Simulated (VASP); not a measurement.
# Sc (P6_3/mmc) in VASP: further runs

Runs on Sc. Level: PBE. Tasks: single point.

All numbers are computed with VASP 6.6.1; they aren't measurements. Logs are shortened: lines on timing, memory, paths and dates and some standing lists are left out, and cuts for length are marked.

**1. The cell of the first run**

Symmetry: P6_3/mmc, No. 194, hexagonal system. Conventional cell: a = 3.363 Å, b = 3.363 Å, c = 5.360 Å, α = 90.00°, β = 90.00°, γ = 120.00°. Sc (site symmetry -6m2) has 12 Sc at 3.31 to 3.36 Å within 4.4 Å.

**2. Single point, PBE**

The input, INCAR:

```
SYSTEM = Sc
ALGO = Normal
EDIFF = 1E-6
ENCUT = 520
GGA = PE
ISIF = 2
ISMEAR = 1
LASPH = .TRUE.
LCHARG = .FALSE.
LREAL = .FALSE.
LWAVE = .FALSE.
NBANDS = 18
NELM = 80
PREC = Accurate
SIGMA = 0.1
```

The input, KPOINTS:

```
k-points
0
G
  8 8 5
  0 0 0
```

The input, POSCAR:

```
Sc
1.0
    3.3632555447      0.0000000000      0.0000000000
   -1.6816277724      2.9126646790      0.0000000000
    0.0000000000      0.0000000000      5.3597629084
Sc
2
Direct
    0.3333333333      0.6666666667      0.2500000000
    0.6666666667      0.3333333333      0.7500000000
```

Potentials or basis: VASP PAW PBE potentials, release 64 (Sc_sv).

Launch:

```bash
$ cat potpaw_PBE.64/Sc_sv/POTCAR > POTCAR
$ mpirun -np 1 vasp_std > vasp.out
```

OUTCAR:

```text
SYSTEM = Sc
   EDIFF = 1E-6
   ENCUT = 520
   GGA = PE
   ISIF = 2
   ISMEAR = 1
   LASPH = .TRUE.
   LREAL = .FALSE.
   NELM = 80
   PREC = Accurate

 ion  position               nearest neighbor table
   1  0.333  0.667  0.250-   2 3.31   2 3.31   2 3.31   2 3.31   2 3.31   2 3.31
   2  0.667  0.333  0.750-   1 3.31   1 3.31   1 3.31   1 3.31   1 3.31   1 3.31

  LATTYP: Found a hexagonal cell.
 ALAT       =     3.3632555447
 C/A-ratio  =     1.5936234512

  Lattice vectors:

 A1 = (   3.3632555447,   0.0000000000,   0.0000000000)
 A2 = (  -1.6816277724,   2.9126646790,   0.0000000000)
 A3 = (   0.0000000000,   0.0000000000,   5.3597629084)

Analysis of symmetry for initial positions (statically):
=====================================================================
 Subroutine PRICEL returns:
 Original cell was already a primitive cell.

 Routine SETGRP: Setting up the symmetry group for a
 hexagonal supercell.

 Subroutine GETGRP returns: Found 24 space group operations
 (whereof 12 operations were pure point group operations)
 out of a pool of 24 trial point group operations.

The static configuration has the point symmetry D_3d.
 The point group associated with its full space group is D_6h.

Analysis of symmetry for dynamics (positions and initial velocities):
=====================================================================
 Subroutine PRICEL returns:
 Original cell was already a primitive cell.

 Routine SETGRP: Setting up the symmetry group for a
 hexagonal supercell.

 Subroutine GETGRP returns: Found 24 space group operations
 (whereof 12 operations were pure point group operations)
 out of a pool of 24 trial point group operations.

The dynamic configuration has the point symmetry D_3d.
 The point group associated with its full space group is D_6h.

 Subroutine INISYM returns: Found 24 space group operations
 (whereof 12 operations are pure point group operations),
 and found     1 'primitive' translations

----------------------------------------------------------------------------------------

                                     Primitive cell

  volume of cell :      52.5044

  direct lattice vectors                    reciprocal lattice vectors
     3.363255545  0.000000000  0.000000000     0.297330960  0.171664113  0.000000000
    -1.681627772  2.912664679  0.000000000     0.000000000  0.343328227  0.000000000
     0.000000000  0.000000000  5.359762908     0.000000000  0.000000000  0.186575417

  length of vectors
     3.363255545  3.363255491  5.359762908     0.343328221  0.343328227  0.186575417

  position of ions in fractional coordinates (direct lattice)
     0.333333333  0.666666667  0.250000000
     0.666666667  0.333333333  0.750000000

  ion indices of the primitive-cell ions
   primitive index   ion index
                 1           1
                 2           2

----------------------------------------------------------------------------------------

 KPOINTS: k-points

Automatic generation of k-mesh.
 Grid dimensions read from file:
 generate k-points for:    8    8    5

 Generating k-lattice:

  Cartesian coordinates                     Fractional coordinates (reciprocal lattice)
     0.037166370  0.021458014  0.000000000     0.125000000  0.000000000  0.000000000
     0.000000000  0.042916028  0.000000000     0.000000000  0.125000000  0.000000000
     0.000000000  0.000000000  0.037315083     0.000000000  0.000000000  0.200000000

  Length of vectors
     0.042916028  0.042916028  0.037315083

  Shift w.r.t. Gamma in fractional coordinates (k-lattice)
     0.000000000  0.000000000  0.000000000

 Subroutine IBZKPT returns following result:
 ===========================================

 Found     30 irreducible k-points:

 Following reciprocal coordinates:
            Coordinates               Weight
  0.000000  0.000000  0.000000      1.000000
  0.125000  0.000000  0.000000      6.000000
  0.250000  0.000000  0.000000      6.000000
  0.375000  0.000000  0.000000      6.000000
  0.500000  0.000000  0.000000      3.000000
  0.125000  0.125000  0.000000      6.000000
[... 16 lines left out ...]
  0.250000  0.000000  0.400000     12.000000
  0.375000  0.000000  0.400000     12.000000
 [... further k-points ...]
   k-points           NKPTS =     30   k-points in BZ     NKDIM =     30   number of bands    NBANDS=     18
   number of dos      NEDOS =    301   number of ions     NIONS =      2
   total plane-waves  NPLWV =  31360
   dimension x,y,z NGX =    28 NGY =   28 NGZ =   40
   dimension x,y,z NGXF=    56 NGYF=   56 NGZF=   80
   ions per type =               2
   NGX,Y,Z   is equivalent  to a cutoff of  13.84, 13.84, 12.41 a.u.
   NGXF,Y,Z  is equivalent  to a cutoff of  27.68, 27.68, 24.81 a.u.
 SYSTEM =  Sc
   PREC   = accura    normal or accurate (medium, high low for compatibility)
   ISTART =      0    job   : 0-new  1-cont  2-samecut
   ICHARG =      2    charge: 1-file 2-atom 10-const
   ISPIN  =      1    spin polarized calculation?
   LNONCOLLINEAR =      F non collinear calculations
   LSORBIT =      F    spin-orbit coupling
   LASPH  =      T    aspherical Exc in radial PAW
   ENCUT  =  520.0 eV  38.22 Ry    6.18 a.u.   6.25  6.25  9.97*2*pi/ulx,y,z
   NELM   =     80;   NELMIN=  2; NELMDL= -5     # of ELM steps
   EDIFF  = 0.1E-05   stopping-criterion for ELM
   LREAL  =      F    real-space projection
   EDIFFG = 0.1E-04   stopping-criterion for IOM
   NSW    =      0    number of steps for IOM
   IBRION =     -1    ionic relax: 0-MD 1-quasi-New 2-CG
   NFREE  =      0    steps in history (QN), initial steepest desc. (CG)
   ISIF   =      2    stress and relaxation
   ISYM   =      2    0-nonsym 1-usesym 2-fastsym
   POTIM  = 0.5000    time-step for ionic-motion
   TEBEG  =    0.0;   TEEND  =   0.0 temperature during run
   PSTRESS=    0.0 pullay stress
   NELECT =      22.0000    total number of electrons
   NUPDOWN=      -1.0000    fix difference up-down
   EMIN   =  10.00;   EMAX   =-10.00  energy-range for DOS
   EFERMI =   0.00;   METHOD = LEGACY
   ISMEAR =     1;   SIGMA  =   0.10  broadening in eV -4-tet -1-fermi 0-gaus
   EFERMI_NEDOS =   21; number of points for ismear=-14 and -15
   IALGO  =     38    algorithm
   IMIX   =      4    mixing-type and parameters
     AMIX     =   0.40;   BMIX     =  1.00
     AMIX_MAG =   1.60;   BMIX_MAG =  1.00
  volume/ion in A,a.u.               =      26.25       177.16
  Fermi-wavevector in a.u.,A,eV,Ry     =   1.225040  2.314991 20.418590  1.500724
  Thomas-Fermi vector in A             =   2.360093
   LORBIT       =      0    0 simple, 1 ext, 2 COOP (PROOUT), +10 PAW based schemes
   GGA     = PE    functional components
   LHFCALC =     F    Hartree Fock is set to
   AEXX    =    0.0000 exact exchange contribution
   IVDW    =     0    specifies the selected vdW correction
   LEPSILON=     F    determine dielectric tensor
   LRPA    =     F    only Hartree local field effects (RPA)
 non-spin polarized calculation
 Methfessel and Paxton  Order N= 1 SIGMA  =   0.10
  energy-cutoff  :      520.00
  volume of cell :       52.50
 maximum number of plane-waves:      1430
 NGX is ok and might be reduce to    28
   NGX = 13   NGY = 13   NGZ = 19

 number of electron      22.0000006 magnetization

 Free energy of the ion-electron system (eV)
  ---------------------------------------------------
  ext. energy  EPLUGINS =         0.00000000
  ---------------------------------------------------
  free energy    TOTEN  =       -12.45782130 eV

  energy without entropy =      -12.45569581  energy(sigma->0) =      -12.45711280

 E-fermi :   3.3321     XC(G=0):  -9.6291

 val. band max:        3.3192179957   @ k =   0.2500   0.2500   0.4000
 cond. band min:       3.3574078398   @ k =   0.3750   0.2500   0.4000
 fundamental gap:      0.0381898441
 Fermi energy:         3.3321396180

 k-point     1 :       0.0000    0.0000    0.0000
  band No.  band energies     occupation
      1     -46.2702      2.00000
      2     -46.2209      2.00000
      3     -25.0338      2.00000
      4     -24.7698      2.00000
      5     -24.7698      2.00000
      6     -24.7216      2.00000
[... 10 lines left out ...]
     17       5.5659      0.00000
     18       5.5659      0.00000

 k-point     2 :       0.1250    0.0000    0.0000
  band No.  band energies     occupation
      1     -46.2646      2.00000
      2     -46.2187      2.00000
      3     -25.0179      2.00000
      4     -24.8021      2.00000
      5     -24.7804      2.00000
      6     -24.7551      2.00000
[... 10 lines left out ...]
     17       5.3910      0.00000
     18       5.4276      0.00000

 k-point     3 :       0.2500    0.0000    0.0000
  band No.  band energies     occupation
      1     -46.2505      2.00000
      2     -46.2139      2.00000
      3     -24.9755      2.00000
      4     -24.8809      2.00000
      5     -24.8335      2.00000
      6     -24.8050      2.00000
[... 10 lines left out ...]
     17       5.7533      0.00000
     18       5.9689      0.00000

 k-point     4 :       0.3750    0.0000    0.0000
  band No.  band energies     occupation
      1     -46.2348      2.00000
      2     -46.2108      2.00000
      3     -24.9608      2.00000
      4     -24.9217      2.00000
      5     -24.9087      2.00000
      6     -24.8285      2.00000
[... 375 lines left out ...]
      4     -24.8363      2.00000
      5     -24.7764      2.00000
      6     -24.7618      2.00000
[... 10 lines left out ...]
     17       6.1898      0.00000
     18       6.2484      0.00000

 k-point    23 :       0.2500    0.0000    0.4000
  band No.  band energies     occupation
      1     -46.2379      2.00000
      2     -46.2266      2.00000
      3     -24.9429      2.00000
      4     -24.8999      2.00000
      5     -24.8113      2.00000
      6     -24.7823      2.00000
[... 10 lines left out ...]
     17       6.2406      0.00000
     18       6.3656      0.00000

 k-point    24 :       0.3750    0.0000    0.4000
  band No.  band energies     occupation
      1     -46.2265      2.00000
      2     -46.2191      2.00000
      3     -24.9946      2.00000
      4     -24.9715      2.00000
      5     -24.8129      2.00000
      6     -24.8024      2.00000
[... 10 lines left out ...]
     17       6.6457      0.00000
     18       6.7313      0.00000

 [... further k-points ...]
[... 5 lines left out ...]
  --------------------------------------------------------------------------------------
  -------------------------------------------------------------------------------------
  Total       -0.8559313     -0.8559313     -1.2493565      0.0000000      0.0000000      0.0000000
  in kB      -26.1188215    -26.1188203    -38.1242249      0.0000000      0.0000000      0.0000000
  external PRESSURE =     -30.1206222 kB  Pullay stress =       0.0000000 kB

 VOLUME and BASIS-vectors are now :
 -----------------------------------------------------------------------------
  energy-cutoff  :      520.00
  volume of cell :       52.50
      direct lattice vectors                 reciprocal lattice vectors
     3.363255545  0.000000000  0.000000000     0.297330960  0.171664113  0.000000000
    -1.681627772  2.912664679  0.000000000     0.000000000  0.343328227  0.000000000
     0.000000000  0.000000000  5.359762908     0.000000000  0.000000000  0.186575417

 POSITION                                       TOTAL-FORCE (eV/Angst)
 -----------------------------------------------------------------------------------
     -0.00000      1.94178      1.33994        -0.000000      0.000000      0.000000
      1.68163      0.97089      4.01982         0.000000      0.000000      0.000000
 -----------------------------------------------------------------------------------
    total drift:                               -0.000000      0.000000     -0.000000

  FREE ENERGIE OF THE ION-ELECTRON SYSTEM (eV)
  ---------------------------------------------------
  free  energy   TOTEN  =       -12.4578212952 eV

  energy  without entropy=      -12.4556958114  energy(sigma->0) =      -12.45711280
```

Wall time 17 s (1 thread of Intel Xeon Platinum 8559C (Emerald Rapids), shared host); peak memory 0.17 GiB.

Results:

| Property | Result |
| --- | --- |
| Free energy | -12.4578 eV |
| Pressure | -3.0 GPa |
| Band gap on the k mesh | zero (band 11 reaches 3.96 eV, above the bottom of band 12 at 2.90 eV) |

Stress tensor (GPa, compression positive):
```
-2.61  0.00  0.00
 0.00 -2.61  0.00
 0.00  0.00 -3.81
```

**3. Single point, PBE**

This run uses another cell than the first one, of 26.88 Å³/atom, 1.024 times its volume.

The input, INCAR:

```
ALGO = Normal
EDIFF = 1E-6
ENCUT = 520
GGA = PE
ISIF = 2
ISMEAR = 1
LASPH = T
LCHARG = T
LELF = T
LREAL = F
LVHAR = T
LWAVE = F
NBANDS = 18
NELM = 60
PREC = Accurate
SIGMA = 0.1
```

The input, KPOINTS:

```
k-points
0
Gamma
  8 8 5
```

The input, POSCAR:

```
Sc
1.0
    3.3897389622      0.0000000000      0.0000000000
   -1.6948694811      2.9355999909      0.0000000000
    0.0000000000      0.0000000000      5.4019675036
Sc
2
Direct
    0.3333333333      0.6666666667      0.2500000000
    0.6666666667      0.3333333333      0.7500000000
```

Potentials or basis: VASP PAW PBE potentials, release 64 (Sc_sv).

Launch:

```bash
$ cat potpaw_PBE.64/Sc_sv/POTCAR > POTCAR
$ mpirun -np 1 vasp_std > vasp.out
```

Run time: 19 s. Hardware: 1 thread of Intel Xeon Platinum 8559C (Emerald Rapids), shared host; peak memory 0.18 GiB.

Results (log left out):

```
Free energy            : -12.4309 eV
Pressure               : -4.0 GPa
Band gap on the k mesh : zero (band 11 reaches 3.82 eV, above the bottom of band 12 at 2.80 eV)
```

Stress tensor (GPa, compression positive):
```
-3.62  0.00  0.00
 0.00 -3.62  0.00
 0.00  0.00 -4.78
```

Levels at points of the mesh, in eV from the Fermi level:
```csv
k point,band 7,band 8,band 9,band 10,band 11,band 12,band 13,band 14,band 15,band 16
"(0.00, 0.00, 0.00)",-28.13,-28.11,-4.97,-1.58,0.29,1.48,1.48,1.59,1.85,1.85
"(0.50, 0.00, 0.00)",-28.18,-28.16,-1.56,-0.98,-0.60,-0.32,1.10,1.32,1.61,3.41
```

**4. Single point, PBE**

This run uses another cell than the first one, of 27.50 Å³/atom, 1.048 times its volume.

The input, INCAR:

```
PREC = Accurate
ENCUT = 520
EDIFF = 1E-6
ISMEAR = 1
SIGMA = 0.1
LREAL = F
LASPH = T
NELM = 100
ALGO = Normal
ISIF = 2
LWAVE = F
LCHARG = F
GGA = PE
NBANDS = 18
```

The input, KPOINTS:

```
regular mesh
0
Gamma
  8 8 5
```

The input, POSCAR:

```
Sc
1.0
    3.4158149020      0.0000000000      0.0000000000
   -1.7079074510      2.9581824167      0.0000000000
    0.0000000000      0.0000000000      5.4435227328
Sc
2
Direct
    0.3333333333      0.6666666667      0.2500000000
    0.6666666667      0.3333333333      0.7500000000
```

Launch:

```bash
$ cat potpaw_PBE.64/Sc_sv/POTCAR > POTCAR
$ mpirun -np 1 vasp_std > vasp.out
```

It took 17 s on 1 thread of Intel Xeon Platinum 8559C (Emerald Rapids), shared host; peak memory 0.18 GiB.

Results (log left out):

```yaml
Free_energy: -12.3966 eV
Pressure: -4.9 GPa
Band_gap_on_the_k_mesh: zero (band 11 reaches 3.69 eV, above the bottom of band 12 at 2.70 eV)
```

Stress tensor (GPa, compression positive):
```
-4.52  0.00  0.00
 0.00 -4.52  0.00
 0.00  0.00 -5.62
```

Levels at points of the mesh, in eV from the Fermi level:
| k point | band 7 | band 8 | band 9 | band 10 | band 11 | band 12 | band 13 | band 14 | band 15 | band 16 |
| --- | --- | --- | --- | --- | --- | --- | --- | --- | --- | --- |
| (0.00, 0.00, 0.00) | -28.20 | -28.17 | -4.92 | -1.56 | 0.25 | 1.45 | 1.45 | 1.55 | 1.80 | 1.80 |
| (0.50, 0.00, 0.00) | -28.24 | -28.23 | -1.55 | -0.96 | -0.57 | -0.32 | 1.08 | 1.29 | 1.57 | 3.32 |

**5. Overview**

| cell | gap on the mesh (eV) | pressure (GPa) |
| --- | --- | --- |
| a = 3.363, b = 3.363, c = 5.360 Å, angles 90.0, 90.0, 120.0°, 2 atoms | none | -3.0 |
| a = 3.390, b = 3.390, c = 5.402 Å, angles 90.0, 90.0, 120.0°, 2 atoms | none | -4.0 |
| a = 3.416, b = 3.416, c = 5.444 Å, angles 90.0, 90.0, 120.0°, 2 atoms | none | -4.9 |

Alike in all rows: task single point; level PBE; potentials or basis VASP PAW PBE potentials, release 64 (Sc_sv); no spin polarisation; k mesh 8 × 8 × 5; cutoff (eV) 520; smearing methfessel-paxton 0.1 eV.

Total energies depend on the potentials used, so only differences within one code and one set of settings carry meaning.
